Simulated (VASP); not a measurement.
# B (R-3m) in VASP: single point with PBEsol

Aim: the single point of B with PBEsol.

Everything below comes from runs of VASP 6.6.1. Logs are shortened: lines on timing, memory, paths and dates and some standing lists are left out, and cuts for length are marked.

**1. The cell of the first run**

It takes space group R-3m (No. 166, trigonal). The conventional cell has a = 4.876 Å, b = 4.876 Å, c = 12.499 Å, α = 90.00°, β = 90.00°, γ = 120.00°. Within 2.2 Å of B (site symmetry m) lie 6 B at 1.67 to 1.79 Å. Within 2.4 Å of B (site symmetry m) lie 7 B at 1.77 to 1.99 Å.

**2. Single point, PBEsol**

The input, INCAR:

```
SYSTEM = B
PREC = Accurate
ENCUT = 500
EDIFF = 1E-6
ISMEAR = 0
SIGMA = 0.02
LREAL = .FALSE.
LASPH = .TRUE.
NELM = 120
ALGO = Normal
ISIF = 2
LWAVE = .FALSE.
LCHARG = .FALSE.
GGA = PS
NBANDS = 30
GGA_COMPAT = .FALSE.
```

The input, KPOINTS:

```
regular mesh
0
G
  9 9 9
  0 0 0
```

The input, POSCAR:

```
B
1.0
    2.4381139537      1.4076457475      4.1664412392
   -2.4381139537      1.4076457475      4.1664412392
    0.0000000000     -2.8152914949      4.1664412392
B
12
Direct
    0.0106118399      0.6538314497      0.0106118399
    0.0106118399      0.0106118399      0.6538314497
    0.6538314497      0.0106118399      0.0106118399
    0.9893881601      0.3461685503      0.9893881601
    0.3461685503      0.9893881601      0.9893881601
    0.9893881601      0.9893881601      0.3461685503
    0.2215994525      0.6297920406      0.2215994525
    0.2215994525      0.2215994525      0.6297920406
    0.6297920406      0.2215994525      0.2215994525
    0.7784005475      0.3702079594      0.7784005475
    0.3702079594      0.7784005475      0.7784005475
    0.7784005475      0.7784005475      0.3702079594
```

Potentials or basis: VASP PAW PBE potentials, release 64 (B).

Launch:

```console
> cat potpaw_PBE.64/B/POTCAR > POTCAR
> mpirun -np 1 vasp_std > vasp.out
```

OUTCAR:

```text
SYSTEM = B
   PREC = Accurate
   ENCUT = 500
   EDIFF = 1E-6
   ISMEAR = 0
   LREAL = .FALSE.
   LASPH = .TRUE.
   NELM = 120
   ISIF = 2
   GGA = PS

 ion  position               nearest neighbor table
   1  0.011  0.654  0.011-   4 1.67   2 1.74   3 1.74   7 1.79  12 1.79  11 1.79
   2  0.011  0.011  0.654-   6 1.67   3 1.74   1 1.74   8 1.79  10 1.79  11 1.79
   3  0.654  0.011  0.011-   5 1.67   2 1.74   1 1.74   9 1.79  12 1.79  10 1.79
   4  0.989  0.346  0.989-   1 1.67   6 1.74   5 1.74  10 1.79   8 1.79   9 1.79
   5  0.346  0.989  0.989-   3 1.67   6 1.74   4 1.74  11 1.79   8 1.79   7 1.79
   6  0.989  0.989  0.346-   2 1.67   4 1.74   5 1.74  12 1.79   9 1.79   7 1.79
   7  0.222  0.630  0.222-  11 1.77  12 1.77   1 1.79   5 1.79   6 1.79   8 1.99   9 1.99
   8  0.222  0.222  0.630-  10 1.77  11 1.77   2 1.79   4 1.79   5 1.79   7 1.99   9 1.99
   9  0.630  0.222  0.222-  10 1.77  12 1.77   3 1.79   4 1.79   6 1.79   8 1.99   7 1.99
  10  0.778  0.370  0.778-   9 1.77   8 1.77   4 1.79   3 1.79   2 1.79  12 1.99  11 1.99
  11  0.370  0.778  0.778-   7 1.77   8 1.77   5 1.79   1 1.79   2 1.79  12 1.99  10 1.99
  12  0.778  0.778  0.370-   7 1.77   9 1.77   6 1.79   3 1.79   1 1.79  10 1.99  11 1.99

  LATTYP: Found a trigonal (rhomboedric) cell.
 ALAT       =     5.0284290590
 COS(alpha) =     0.5298100515

  Lattice vectors:

 A1 = (   2.4381139537,   1.4076457475,   4.1664412392)
 A2 = (  -2.4381139537,   1.4076457475,   4.1664412392)
 A3 = (   0.0000000000,  -2.8152914949,   4.1664412392)

Analysis of symmetry for initial positions (statically):
=====================================================================
 Subroutine PRICEL returns:
 Original cell was already a primitive cell.

 Routine SETGRP: Setting up the symmetry group for a
 trigonal (rhombohedral) supercell.

 Subroutine GETGRP returns: Found 12 space group operations
 (whereof 12 operations were pure point group operations)
 out of a pool of 12 trial point group operations.

The static configuration has the point symmetry D_3d.

Analysis of symmetry for dynamics (positions and initial velocities):
=====================================================================
 Subroutine PRICEL returns:
 Original cell was already a primitive cell.

 Routine SETGRP: Setting up the symmetry group for a
 trigonal (rhombohedral) supercell.

 Subroutine GETGRP returns: Found 12 space group operations
 (whereof 12 operations were pure point group operations)
 out of a pool of 12 trial point group operations.

The dynamic configuration has the point symmetry D_3d.

 Subroutine INISYM returns: Found 12 space group operations
 (whereof 12 operations are pure point group operations),
 and found     1 'primitive' translations

----------------------------------------------------------------------------------------

                                     Primitive cell

  volume of cell :      85.7954

  direct lattice vectors                    reciprocal lattice vectors
     2.438113954  1.407645747  4.166441239     0.205076551  0.118401002  0.080004328
    -2.438113954  1.407645747  4.166441239    -0.205076551  0.118401002  0.080004328
     0.000000000 -2.815291495  4.166441239     0.000000000 -0.236802004  0.080004328

  length of vectors
     5.028429059  5.028429059  5.028429059     0.249951758  0.249951758  0.249951758

  position of ions in fractional coordinates (direct lattice)
     0.010611840  0.653831450  0.010611840
     0.010611840  0.010611840  0.653831450
     0.653831450  0.010611840  0.010611840
     0.989388160  0.346168550  0.989388160
     0.346168550  0.989388160  0.989388160
     0.989388160  0.989388160  0.346168550
     0.221599453  0.629792041  0.221599453
     0.221599453  0.221599453  0.629792041
     0.629792041  0.221599453  0.221599453
     0.778400547  0.370207959  0.778400547
     0.370207959  0.778400547  0.778400547
     0.778400547  0.778400547  0.370207959

  ion indices of the primitive-cell ions
   primitive index   ion index
                 1           1
                 2           2
                 3           3
                 4           4
                 5           5
                 6           6
                 7           7
                 8           8
                 9           9
                10          10
                11          11
                12          12

----------------------------------------------------------------------------------------

 KPOINTS: regular mesh

Automatic generation of k-mesh.
 Grid dimensions read from file:
 generate k-points for:    9    9    9

 Generating k-lattice:

  Cartesian coordinates                     Fractional coordinates (reciprocal lattice)
     0.022786283  0.013155667  0.008889370     0.111111111  0.000000000  0.000000000
    -0.022786283  0.013155667  0.008889370     0.000000000  0.111111111  0.000000000
     0.000000000 -0.026311334  0.008889370     0.000000000  0.000000000  0.111111111

  Length of vectors
     0.027772418  0.027772418  0.027772418

  Shift w.r.t. Gamma in fractional coordinates (k-lattice)
     0.000000000  0.000000000  0.000000000

 Subroutine IBZKPT returns following result:
 ===========================================

 Found     85 irreducible k-points:

 Following reciprocal coordinates:
            Coordinates               Weight
  0.000000  0.000000  0.000000      1.000000
  0.111111  0.000000 -0.000000      6.000000
  0.222222  0.000000 -0.000000      6.000000
  0.333333  0.000000 -0.000000      6.000000
  0.444444  0.000000 -0.000000      6.000000
  0.111111  0.111111 -0.000000      6.000000
[... 16 lines left out ...]
 -0.333333  0.333333  0.000000      6.000000
  0.444444  0.444444 -0.000000      6.000000
 [... further k-points ...]
   k-points           NKPTS =     85   k-points in BZ     NKDIM =     85   number of bands    NBANDS=     30
   number of dos      NEDOS =    301   number of ions     NIONS =     12
   total plane-waves  NPLWV =  64000
   dimension x,y,z NGX =    40 NGY =   40 NGZ =   40
   dimension x,y,z NGXF=    80 NGYF=   80 NGZF=   80
   ions per type =              12
   NGX,Y,Z   is equivalent  to a cutoff of  13.22, 13.22, 13.22 a.u.
   NGXF,Y,Z  is equivalent  to a cutoff of  26.45, 26.45, 26.45 a.u.
 SYSTEM =  B
   PREC   = accura    normal or accurate (medium, high low for compatibility)
   ISTART =      0    job   : 0-new  1-cont  2-samecut
   ICHARG =      2    charge: 1-file 2-atom 10-const
   ISPIN  =      1    spin polarized calculation?
   LNONCOLLINEAR =      F non collinear calculations
   LSORBIT =      F    spin-orbit coupling
   LASPH  =      T    aspherical Exc in radial PAW
   ENCUT  =  500.0 eV  36.75 Ry    6.06 a.u.   9.17  9.17  9.17*2*pi/ulx,y,z
   NELM   =    120;   NELMIN=  2; NELMDL= -5     # of ELM steps
   EDIFF  = 0.1E-05   stopping-criterion for ELM
   LREAL  =      F    real-space projection
   EDIFFG = 0.1E-04   stopping-criterion for IOM
   NSW    =      0    number of steps for IOM
   IBRION =     -1    ionic relax: 0-MD 1-quasi-New 2-CG
   NFREE  =      0    steps in history (QN), initial steepest desc. (CG)
   ISIF   =      2    stress and relaxation
   ISYM   =      2    0-nonsym 1-usesym 2-fastsym
   POTIM  = 0.5000    time-step for ionic-motion
   TEBEG  =    0.0;   TEEND  =   0.0 temperature during run
   PSTRESS=    0.0 pullay stress
   NELECT =      36.0000    total number of electrons
   NUPDOWN=      -1.0000    fix difference up-down
   EMIN   =  10.00;   EMAX   =-10.00  energy-range for DOS
   EFERMI =   0.00;   METHOD = LEGACY
   ISMEAR =     0;   SIGMA  =   0.02  broadening in eV -4-tet -1-fermi 0-gaus
   EFERMI_NEDOS =   21; number of points for ismear=-14 and -15
   IALGO  =     38    algorithm
   IMIX   =      4    mixing-type and parameters
     AMIX     =   0.40;   BMIX     =  1.00
     AMIX_MAG =   1.60;   BMIX_MAG =  1.00
  volume/ion in A,a.u.               =       7.15        48.25
  Fermi-wavevector in a.u.,A,eV,Ry     =   1.225616  2.316078 20.437777  1.502134
  Thomas-Fermi vector in A             =   2.360647
   LORBIT       =      0    0 simple, 1 ext, 2 COOP (PROOUT), +10 PAW based schemes
   GGA     = PS    functional components
   LHFCALC =     F    Hartree Fock is set to
   AEXX    =    0.0000 exact exchange contribution
   IVDW    =     0    specifies the selected vdW correction
   LEPSILON=     F    determine dielectric tensor
   LRPA    =     F    only Hartree local field effects (RPA)
 non-spin polarized calculation
 Gauss-broadening in eV      SIGMA  =   0.02
  energy-cutoff  :      500.00
  volume of cell :       85.80
 maximum number of plane-waves:      2194
 NGX is ok and might be reduce to    40
   NGX = 19   NGY = 19   NGZ = 19

 number of electron      36.0000000 magnetization

 Free energy of the ion-electron system (eV)
  ---------------------------------------------------
  ext. energy  EPLUGINS =         0.00000000
  ---------------------------------------------------
  free energy    TOTEN  =       -84.46999270 eV

  energy without entropy =      -84.46999270  energy(sigma->0) =      -84.46999270

 E-fermi :   6.1174     XC(G=0): -11.7179

 val. band max:        6.0362761525   @ k =   0.4444   0.4444   0.4444
 cond. band min:       7.3833812958   @ k =   0.0000   0.0000   0.0000
 fundamental gap:      1.3471051434
 Fermi energy:         6.1173544702

 k-point     1 :       0.0000    0.0000    0.0000
  band No.  band energies     occupation
      1     -10.2921      2.00000
      2      -4.4734      2.00000
      3      -4.2161      2.00000
      4      -4.2161      2.00000
      5      -3.2554      2.00000
      6      -2.5638      2.00000
[... 22 lines left out ...]
     29      15.8572      0.00000
     30      16.2693      0.00000

 k-point     2 :       0.1111    0.0000   -0.0000
  band No.  band energies     occupation
      1     -10.2214      2.00000
      2      -4.9101      2.00000
      3      -4.5107      2.00000
      4      -4.3485      2.00000
      5      -2.9756      2.00000
      6      -2.5075      2.00000
[... 22 lines left out ...]
     29      15.3672      0.00000
     30      15.9788      0.00000

 k-point     3 :       0.2222    0.0000   -0.0000
  band No.  band energies     occupation
      1     -10.0174      2.00000
      2      -5.8888      2.00000
      3      -4.6068      2.00000
      4      -4.5900      2.00000
      5      -3.2375      2.00000
      6      -2.2650      2.00000
[... 22 lines left out ...]
     29      14.7388      0.00000
     30      15.3557      0.00000

 k-point     4 :       0.3333    0.0000   -0.0000
  band No.  band energies     occupation
      1      -9.7164      2.00000
      2      -6.7545      2.00000
      3      -4.7868      2.00000
      4      -4.6875      2.00000
      5      -3.5007      2.00000
      6      -2.3467      2.00000
[... 616 lines left out ...]
     29      15.1809      0.00000
     30      15.3619      0.00000

 k-point    23 :      -0.3333    0.3333    0.0000
  band No.  band energies     occupation
      1      -9.1565      2.00000
      2      -6.8411      2.00000
      3      -6.7114      2.00000
      4      -5.1169      2.00000
      5      -2.8039      2.00000
      6      -1.3933      2.00000
[... 22 lines left out ...]
     29      15.0396      0.00000
     30      15.2381      0.00000

 k-point    24 :       0.4444    0.4444   -0.0000
  band No.  band energies     occupation
      1      -9.2216      2.00000
      2      -7.1134      2.00000
      3      -5.4383      2.00000
      4      -5.3637      2.00000
      5      -4.1851      2.00000
      6      -3.1889      2.00000
[... 22 lines left out ...]
     29      15.0840      0.00000
     30      15.4391      0.00000

 [... further k-points ...]

------------------------ aborting loop because EDIFF is reached ----------------------------------------

  FORCE on cell =-STRESS in cart. coord.  units (eV):
  Direction    XX          YY          ZZ          XY          YZ          ZX
  --------------------------------------------------------------------------------------
  -------------------------------------------------------------------------------------
  Total        0.2233786      0.2233786      0.2051118      0.0000000      0.0000000      0.0000000
  in kB        4.1714625      4.1714625      3.8303394      0.0000000      0.0000000      0.0000000
  external PRESSURE =       4.0577548 kB  Pullay stress =       0.0000000 kB

 VOLUME and BASIS-vectors are now :
 -----------------------------------------------------------------------------
  energy-cutoff  :      500.00
  volume of cell :       85.80
      direct lattice vectors                 reciprocal lattice vectors
     2.438113954  1.407645747  4.166441239     0.205076551  0.118401002  0.080004328
    -2.438113954  1.407645747  4.166441239    -0.205076551  0.118401002  0.080004328
     0.000000000 -2.815291495  4.166441239     0.000000000 -0.236802004  0.080004328

 POSITION                                       TOTAL-FORCE (eV/Angst)
 -----------------------------------------------------------------------------------
     -1.56824      0.90543      2.81258         0.016466     -0.009507     -0.014151
      0.00000     -1.81085      2.81258         0.000000      0.019014     -0.014151
      1.56824      0.90543      2.81258        -0.016466     -0.009507     -0.014151
      1.56824     -0.90543      9.68675        -0.016466      0.009507      0.014151
     -1.56824     -0.90543      9.68675         0.016466      0.009507      0.014151
      0.00000      1.81085      9.68675         0.000000     -0.019014      0.014151
     -0.99522      0.57459      4.47055         0.024402     -0.014088      0.006896
      0.00000     -1.14918      4.47055         0.000000      0.028177      0.006896
      0.99522      0.57459      4.47055        -0.024402     -0.014088      0.006896
      0.99522     -0.57459      8.02877        -0.024402      0.014088     -0.006896
     -0.99522     -0.57459      8.02877         0.024402      0.014088     -0.006896
      0.00000      1.14918      8.02877         0.000000     -0.028177     -0.006896
 -----------------------------------------------------------------------------------
    total drift:                                0.000000     -0.000000      0.000000

  FREE ENERGIE OF THE ION-ELECTRON SYSTEM (eV)
  ---------------------------------------------------
  free  energy   TOTEN  =       -84.4699927026 eV

  energy  without entropy=      -84.4699927026  energy(sigma->0) =      -84.46999270
```

Run time: 4.8 min. Hardware: 1 thread of Intel Xeon 8259CL, shared host; peak memory 0.31 GiB.

Results:

- Free energy: -84.4700 eV
- Pressure: 0.4 GPa
- Largest force: 0.029 eV/Å
- Band gap on the k mesh: 1.35 eV (least direct gap 1.67 eV)

Forces in eV/Å, atoms in the order of the input:
```
B    0.016 -0.010 -0.014
B    0.000  0.019 -0.014
B   -0.016 -0.010 -0.014
B   -0.016  0.010  0.014
B    0.016  0.010  0.014
B    0.000 -0.019  0.014
B    0.024 -0.014  0.007
B    0.000  0.028  0.007
B   -0.024 -0.014  0.007
B   -0.024  0.014 -0.007
B    0.024  0.014 -0.007
B    0.000 -0.028 -0.007
```

Levels at points of the mesh, in eV from the valence-band top:
```tsv
k point	band 14	band 15	band 16	band 17	band 18	band 19	band 20	band 21	band 22	band 23
(0.00, 0.00, 0.00)	-4.57	-1.47	-0.85	-0.85	-0.35	1.35	4.55	4.55	4.70	4.70
```

Caveat: the PAW data sets were made with another functional, which shifts forces and pressure a little. PBEsol gaps usually lie below the measured ones, often by a third to a half.
